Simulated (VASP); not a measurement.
# Mg in VASP: further runs

Mg is run at these levels: PBE; tasks: single point.

Program: VASP 6.6.1. These are calculated values, not measurements. Logs are shortened: lines on timing, memory, paths and dates and some standing lists are left out, and cuts for length are marked.

## (1) The cell of the first run

The structure is tetragonal, space group I4/mmm (No. 139). The conventional cell has a = 3.672 Å, b = 3.672 Å, c = 3.359 Å, α = 90.00°, β = 90.00°, γ = 90.00°. Mg (site symmetry 4/mmm) has 14 Mg at 3.09 to 3.67 Å within 4.1 Å.

## (2) Single point, PBE

INCAR reads:

```
ALGO     = Normal         # electronic algorithm
EDIFF    = 1E-7           # SCF threshold, eV
ENCUT    = 520            # plane-wave cutoff, eV
GGA      = PE             # functional
ISIF     = 2              # what is computed and relaxed
ISMEAR   = 0              # smearing method
LASPH    = T              # aspherical terms in the spheres
LCHARG   = T              # write CHGCAR
LELF     = T              # ELF
LREAL    = F              # projectors in reciprocal space
LVHAR    = T            
LWAVE    = F              # write WAVECAR
NBANDS   = 7              # bands
NELM     = 100            # most SCF steps
PREC     = Accurate       # precision mode
SIGMA    = 0.1            # smearing width, eV
```

KPOINTS reads:

```
k-points
0
Gamma
  10 10 10
```

POSCAR reads:

```
Mg
1.0
   -1.8359916300      1.8359916300      1.6794040200
    1.8359916300     -1.8359916300      1.6794040200
    1.8359916300      1.8359916300     -1.6794040200
Mg
1
Direct
    0.0000000000      0.0000000000      0.0000000000
```

Potentials or basis: VASP PAW PBE potentials, release 64 (Mg).

Launch:

```sh
cat potpaw_PBE.64/Mg/POTCAR > POTCAR
mpirun -np 1 vasp_std > vasp.out
```

OUTCAR:

```text
EDIFF = 1E-7
   ENCUT = 520
   GGA = PE
   ISIF = 2
   ISMEAR = 0
   LASPH = T
   LREAL = F
   NELM = 100
   PREC = Accurate

 ion  position               nearest neighbor table
   1  0.000  0.000  0.000-

  LATTYP: Found a body centered tetragonal cell.
 ALAT       =     3.6719832600
 C/A-ratio  =     0.9147122419

  Lattice vectors:

 A1 = (  -1.8359916300,   1.8359916300,   1.6794040200)
 A2 = (   1.8359916300,  -1.8359916300,   1.6794040200)
 A3 = (   1.8359916300,   1.8359916300,  -1.6794040200)

Analysis of symmetry for initial positions (statically):
=====================================================================
 Subroutine PRICEL returns:
 Original cell was already a primitive cell.

 Routine SETGRP: Setting up the symmetry group for a
 body centered tetragonal supercell.

 Subroutine GETGRP returns: Found 16 space group operations
 (whereof 16 operations were pure point group operations)
 out of a pool of 16 trial point group operations.

The static configuration has the point symmetry D_4h.

Analysis of symmetry for dynamics (positions and initial velocities):
=====================================================================
 Subroutine PRICEL returns:
 Original cell was already a primitive cell.

 Routine SETGRP: Setting up the symmetry group for a
 body centered tetragonal supercell.

 Subroutine GETGRP returns: Found 16 space group operations
 (whereof 16 operations were pure point group operations)
 out of a pool of 16 trial point group operations.

The dynamic configuration has the point symmetry D_4h.

 Subroutine INISYM returns: Found 16 space group operations
 (whereof 16 operations are pure point group operations),
 and found     1 'primitive' translations

----------------------------------------------------------------------------------------

                                     Primitive cell

  volume of cell :      22.6442

  direct lattice vectors                    reciprocal lattice vectors
    -1.835991630  1.835991630  1.679404020     0.000000000  0.272332396  0.297724665
     1.835991630 -1.835991630  1.679404020     0.272332396  0.000000000  0.297724665
     1.835991630  1.835991630 -1.679404020     0.272332396  0.272332396  0.000000000

  length of vectors
     3.092269133  3.092269133  3.092269133     0.403490905  0.403490905  0.385136168

  position of ions in fractional coordinates (direct lattice)
     0.000000000  0.000000000  0.000000000

  ion indices of the primitive-cell ions
[... 74 lines left out ...]
   EDIFF  = 0.1E-06   stopping-criterion for ELM
   LREAL  =      F    real-space projection
   EDIFFG = 0.1E-05   stopping-criterion for IOM
   NSW    =      0    number of steps for IOM
   IBRION =     -1    ionic relax: 0-MD 1-quasi-New 2-CG
   NFREE  =      0    steps in history (QN), initial steepest desc. (CG)
   ISIF   =      2    stress and relaxation
   ISYM   =      2    0-nonsym 1-usesym 2-fastsym
   POTIM  = 0.5000    time-step for ionic-motion
   TEBEG  =    0.0;   TEEND  =   0.0 temperature during run
   PSTRESS=    0.0 pullay stress
   NELECT =       2.0000    total number of electrons
   NUPDOWN=      -1.0000    fix difference up-down
   EMIN   =  10.00;   EMAX   =-10.00  energy-range for DOS
   EFERMI =   0.00;   METHOD = LEGACY
   ISMEAR =     0;   SIGMA  =   0.10  broadening in eV -4-tet -1-fermi 0-gaus
   EFERMI_NEDOS =   21; number of points for ismear=-14 and -15
   IALGO  =     38    algorithm
   IMIX   =      4    mixing-type and parameters
     AMIX     =   0.40;   BMIX     =  1.00
     AMIX_MAG =   1.60;   BMIX_MAG =  1.00
  volume/ion in A,a.u.               =      22.64       152.81
  Fermi-wavevector in a.u.,A,eV,Ry     =   0.729065  1.377732  7.231974  0.531535
  Thomas-Fermi vector in A             =   1.820694
   LORBIT       =      0    0 simple, 1 ext, 2 COOP (PROOUT), +10 PAW based schemes
   GGA     = PE    functional components
   LHFCALC =     F    Hartree Fock is set to
   AEXX    =    0.0000 exact exchange contribution
   IVDW    =     0    specifies the selected vdW correction
   LEPSILON=     F    determine dielectric tensor
   LRPA    =     F    only Hartree local field effects (RPA)
 non-spin polarized calculation
 Gauss-broadening in eV      SIGMA  =   0.10
  energy-cutoff  :      520.00
  volume of cell :       22.64
 maximum number of plane-waves:       624
   NGX = 11   NGY = 11   NGZ = 11

 number of electron       2.0000000 magnetization

 Free energy of the ion-electron system (eV)
  ---------------------------------------------------
  ext. energy  EPLUGINS =         0.00000000
  ---------------------------------------------------
  free energy    TOTEN  =        -1.48031113 eV

  energy without entropy =       -1.47802463  energy(sigma->0) =       -1.47916788

 E-fermi :   2.7767     XC(G=0):  -8.5356

 val. band max:        2.7536680918   @ k =   0.4000   0.2000  -0.0000
 cond. band min:       2.8130342259   @ k =   0.5000   0.5000   0.3000
 fundamental gap:      0.0593661341
 Fermi energy:         2.7767249820

 k-point     1 :       0.0000    0.0000    0.0000
  band No.  band energies     occupation
      1      -4.2825      2.00000
      2      14.6847      0.00000
      3      16.5408      0.00000
      4      16.5408      0.00000
      5      16.8703      0.00000
      6      17.0920      0.00000
      7      17.0920      0.00000
[... 221 lines left out ...]
 k-point    24 :       0.4000    0.3000   -0.0000
  band No.  band energies     occupation
      1       1.7348      2.00000
      2       3.7360      0.00000
      3       5.0468      0.00000
      4      11.1061      0.00000
      5      16.3680      0.00000
      6      18.2341      0.00000
      7      19.6442      0.00000

 [... further k-points ...]

------------------------ aborting loop because EDIFF is reached ----------------------------------------

  FORCE on cell =-STRESS in cart. coord.  units (eV):
  Direction    XX          YY          ZZ          XY          YZ          ZX
  --------------------------------------------------------------------------------------
  -------------------------------------------------------------------------------------
  Total        0.0096474      0.0096474      0.1996146      0.0000000      0.0000000      0.0000000
  in kB        0.6825992      0.6825992     14.1236265      0.0000000      0.0000000      0.0000000
  external PRESSURE =       5.1629416 kB  Pullay stress =       0.0000000 kB

 VOLUME and BASIS-vectors are now :
 -----------------------------------------------------------------------------
  energy-cutoff  :      520.00
  volume of cell :       22.64
      direct lattice vectors                 reciprocal lattice vectors
    -1.835991630  1.835991630  1.679404020     0.000000000  0.272332396  0.297724665
     1.835991630 -1.835991630  1.679404020     0.272332396  0.000000000  0.297724665
     1.835991630  1.835991630 -1.679404020     0.272332396  0.272332396  0.000000000

 POSITION                                       TOTAL-FORCE (eV/Angst)
 -----------------------------------------------------------------------------------
      0.00000      0.00000      0.00000        -0.000000      0.000000      0.000000
 -----------------------------------------------------------------------------------
    total drift:                                0.000000      0.000000      0.000000

  FREE ENERGIE OF THE ION-ELECTRON SYSTEM (eV)
  ---------------------------------------------------
  free  energy   TOTEN  =        -1.4803111251 eV

  energy  without entropy=       -1.4780246269  energy(sigma->0) =       -1.47916788
```

OSZICAR:

```text
N       E                     dE             d eps       ncg     rms          rms(c)
DAV:   1    -0.876338960108E+00   -0.87634E+00   -0.75699E+02  1554   0.190E+02
DAV:   2    -0.148578510846E+01   -0.60945E+00   -0.60222E+00  1813   0.107E+01
DAV:   3    -0.148837198692E+01   -0.25869E-02   -0.25864E-02  1911   0.767E-01
DAV:   4    -0.148837678781E+01   -0.48009E-05   -0.48007E-05  2009   0.256E-02
DAV:   5    -0.148837679839E+01   -0.10576E-07   -0.10865E-07  1869   0.970E-04    0.669E-01
DAV:   6    -0.148453956064E+01    0.38372E-02   -0.29150E-04  1582   0.122E-01    0.428E-01
DAV:   7    -0.148030420878E+01    0.42354E-02   -0.13043E-03  1477   0.215E-01    0.244E-02
DAV:   8    -0.148031165045E+01   -0.74417E-05   -0.84135E-06  2177   0.175E-02    0.549E-03
DAV:   9    -0.148031128299E+01    0.36746E-06   -0.66205E-07  1533   0.336E-03    0.450E-04
DAV:  10    -0.148031118101E+01    0.10199E-06   -0.39456E-09  1533   0.330E-04    0.157E-04
DAV:  11    -0.148031112511E+01    0.55896E-07   -0.36439E-10   805   0.125E-04
   1 F= -.14803111E+01 E0= -.14791679E+01  d E =-.228650E-02
```

Run time: 26 s. Hardware: 1 thread of AMD EPYC 7R13, shared host; peak memory 0.11 GiB.

What came out:

* Free energy: -1.4803 eV
* Pressure: 0.5 GPa
* Band gap on the k mesh: zero (band 1 reaches 5.94 eV, above the bottom of band 2 at 1.40 eV)

Levels at points of the mesh, in eV from the Fermi level:
```csv
k point,band 1,band 2,band 3,band 4
"(0.00, 0.00, 0.00)",-7.06,11.91,13.76,13.76
"(0.50, 0.00, 0.00)",-1.41,-0.73,8.14,8.94
"(0.50, 0.50, 0.00)",-1.81,-1.38,9.76,10.48
"(0.50, 0.50, 0.50)",3.17,3.17,3.53,4.10
```

## (3) Single point, PBE

This run uses another cell than the first one, of 23.07 Å³/atom, 1.019 times its volume.

INCAR reads:

```
  ALGO = Fast
  EDIFF = 1E-7
  ENCUT = 520
  GGA = PE
  ISIF = 2
  ISMEAR = 1
  LASPH = T
  LCHARG = T
  LELF = T
  LREAL = F
  LVHAR = T
  LWAVE = F
  NBANDS = 7
  NELM = 80
  PREC = Accurate
  SIGMA = 0.07
```

KPOINTS reads:

```
k-points
0
Gamma
  2 2 2
```

POSCAR reads:

```
Mg
1.0
   -1.8395314483      1.8433851037      1.7113003298
    1.8144825771     -1.8531586431      1.6946007262
    1.8453323367      1.8589595316     -1.7219851538
Mg
1
Direct
    0.0000000000      0.0000000000      0.0000000000
```

Potentials or basis: VASP PAW PBE potentials, release 64 (Mg).

Launch:

```sh
cat potpaw_PBE.64/Mg/POTCAR > POTCAR
mpirun -np 1 vasp_std > vasp.out
```

Wall time 2 s (1 thread of AMD EPYC 9R45 (Zen 5), shared host); peak memory 0.1 GiB.

Results (log left out):

| Quantity | Value |
| --- | --- |
| Free energy | -0.2505 eV |
| Pressure | 1.7 GPa |
| Band gap on the k mesh | zero (band 1 reaches 5.76 eV, above the bottom of band 2 at 1.35 eV) |

Stress tensor (GPa, compression positive):
```
 4.55  3.62 -1.93
 3.62  6.64  0.68
-1.93  0.68 -5.95
```

Levels at points of the mesh, in eV from the Fermi level:
```
           k point  band 1  band 2  band 3  band 4
(0.00, 0.00, 0.00)   -5.68   13.23   14.72   14.89
(0.50, 0.00, 0.00)   -0.09    0.53    9.51   10.14
(0.00, 0.50, 0.00)   -0.01    0.68    9.31    9.93
(0.50, 0.50, 0.00)   -0.44    0.00   10.79   11.40
(0.00, 0.00, 0.50)   -0.47   -0.03   10.83   11.48
(0.50, 0.00, 0.50)   -0.13    0.46    9.39   10.17
(0.00, 0.50, 0.50)   -0.14    0.45    9.55   10.25
(0.50, 0.50, 0.50)    4.38    4.63    4.86    5.44
```

Caveat: the k points lie up to 1.27 Å⁻¹ apart.

## (4) Single point, PBE

INCAR reads:

```
SYSTEM = Mg
ALGO = Normal
EDIFF = 1E-6
ENCUT = 520
GGA = PE
ISIF = 2
ISMEAR = -5
LASPH = .TRUE.
LCHARG = .FALSE.
LREAL = .FALSE.
LWAVE = .FALSE.
NBANDS = 7
NELM = 100
PREC = Accurate
SIGMA = 0.1
```

KPOINTS reads:

```
k-points
0
G
  6 6 6
  0 0 0
```

POSCAR reads:

```
Mg
1.0
   -1.8359916300      1.8359916300      1.6794040200
    1.8359916300     -1.8359916300      1.6794040200
    1.8359916300      1.8359916300     -1.6794040200
Mg
1
Direct
    0.0000000000      0.0000000000      0.0000000000
```

Launch:

```sh
cat potpaw_PBE.64/Mg/POTCAR > POTCAR
mpirun -np 1 vasp_std > vasp.out
```

Wall time 3 s (1 thread of AMD EPYC 9R45 (Zen 5), shared host); peak memory 0.1 GiB.

Results (log left out):

| Property | Result |
| --- | --- |
| Free energy | -1.4483 eV |
| Pressure | -0.4 GPa |
| Band gap on the k mesh | zero (band 1 reaches 5.94 eV, above the bottom of band 2 at 1.39 eV) |

Stress tensor (GPa, compression positive):
```
-0.41  0.00  0.00
 0.00 -0.41  0.00
 0.00  0.00 -0.27
```

Levels at points of the mesh, in eV from the Fermi level:
| k point | band 1 | band 2 | band 3 | band 4 |
| --- | --- | --- | --- | --- |
| (0.00, 0.00, 0.00) | -7.26 | 11.71 | 13.56 | 13.56 |
| (0.50, 0.00, 0.00) | -1.62 | -0.93 | 7.94 | 8.73 |
| (0.50, 0.50, 0.00) | -2.01 | -1.59 | 9.56 | 10.27 |
| (0.50, 0.50, 0.50) | 2.96 | 2.96 | 3.34 | 3.89 |

Caveat: the k points lie up to 0.42 Å⁻¹ apart; tetrahedron occupations give inexact forces and stress in metals.

## (5) Single point, PBE

INCAR reads:

```
SYSTEM = Mg
ALGO = Fast
EDIFF = 1E-7
ENCUT = 520
GGA = PE
ISIF = 2
ISMEAR = 1
LASPH = .True.
LCHARG = .False.
LREAL = .False.
LWAVE = .False.
NBANDS = 7
NELECT = 4.0
NELM = 80
PREC = Accurate
SIGMA = 0.15
```

KPOINTS reads:

```
k-points
0
Gamma
  6 6 6
  0 0 0
```

POSCAR is that of step 4.

Launch:

```sh
cat potpaw_PBE.64/Mg/POTCAR > POTCAR
mpirun -np 1 vasp_std > vasp.out
```

Wall time 3.8 s (1 thread of AMD EPYC 9R45 (Zen 5), shared host); peak memory 0.1 GiB.

Results (log left out):

| Item | Value |
| --- | --- |
| Free energy | 6.4573 eV |

Levels at points of the mesh, in eV from the Fermi level:
| k point | band 1 | band 2 | band 3 | band 4 | band 5 |
| --- | --- | --- | --- | --- | --- |
| (0.00, 0.00, 0.00) | -11.24 | 7.70 | 9.55 | 9.55 | 9.91 |
| (0.50, 0.00, 0.00) | -5.58 | -4.90 | 3.94 | 4.81 | 5.56 |
| (0.50, 0.50, 0.00) | -6.00 | -5.53 | 5.54 | 6.37 | 7.29 |
| (0.50, 0.50, 0.50) | -0.99 | -0.99 | -0.70 | -0.06 | 1.17 |

Caveat: the k points lie up to 0.42 Å⁻¹ apart; the cell carries a net charge on a neutralising background, which shifts energy and pressure; the cell is charged against a uniform background, so pressure and absolute levels hang on convention.

## (6) The runs side by side

```tsv
cell	k mesh	smearing	gap on the mesh (eV)	pressure (GPa)
a = 3.092 Å, angles 107.2, 107.2, 114.2°, 1 atom	10 × 10 × 10	gaussian 0.1 eV	none	0.5
a = 3.116, b = 3.098, c = 3.135 Å, angles 108.1, 107.4, 113.5°, 1 atom	2 × 2 × 2	methfessel-paxton 0.07 eV	none	1.7
a = 3.092 Å, angles 107.2, 107.2, 114.2°, 1 atom	6 × 6 × 6	tetrahedron	none	-0.4
```

Alike in all rows: task single point; level PBE; potentials or basis VASP PAW PBE potentials, release 64 (Mg); no spin polarisation; cutoff (eV) 520.

Caveats: some runs use coarse meshes; tetrahedron occupations give inexact forces and stress in metals (some runs).

Total energies depend on the potentials used, so only differences within one code and one set of settings carry meaning.
